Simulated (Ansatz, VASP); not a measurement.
One calculation of SnO, two programs

```
Sn O
1.0
     3.80785    0.00000    0.00000
     0.00000    3.80785    0.00000
     0.00000    0.00000    4.93613
Sn O
2 2
Direct
  0.00000 0.50000 0.23239
  0.50000 0.00000 0.76761
  0.50000 0.50000 0.00000
  0.00000 0.00000 0.00000
```

Alike in both runs: functional r2SCAN; k mesh 10 × 10 × 8; occupations gaussian, width 0.01 eV; no spin polarisation.

Ansatz relaxed the structure, and its values are those at the end. VASP's run is a single point on that final structure, the one shown.

|  | VASP | Ansatz |
| --- | --- | --- |
| version | VASP 6.6.1 | Ansatz 0.2.0 |
| potentials or method | VASP PAW PBE potentials, release 64 (Sn_d, O), cutoff 520 eV | scalar-relativistic, plane waves, PAW |
| valence electrons in the cell | 40 | 40 |

VASP gave:

```
gap on the k mesh at the Fermi level (eV) : 0.37
least direct gap on the mesh (eV)         : 2.32
pressure (GPa)                            : 0.6
rms of the force components (eV/Å)        : 0.059
```

**Question.** Which values does Ansatz return?

**Answer.** gap on the k mesh at the Fermi level (eV): 0.36; least direct gap on the mesh (eV): 2.37; pressure (GPa): 0.0; rms of the force components (eV/Å): 0.000.

VASP's potentials were made for PBE, not for r2SCAN.
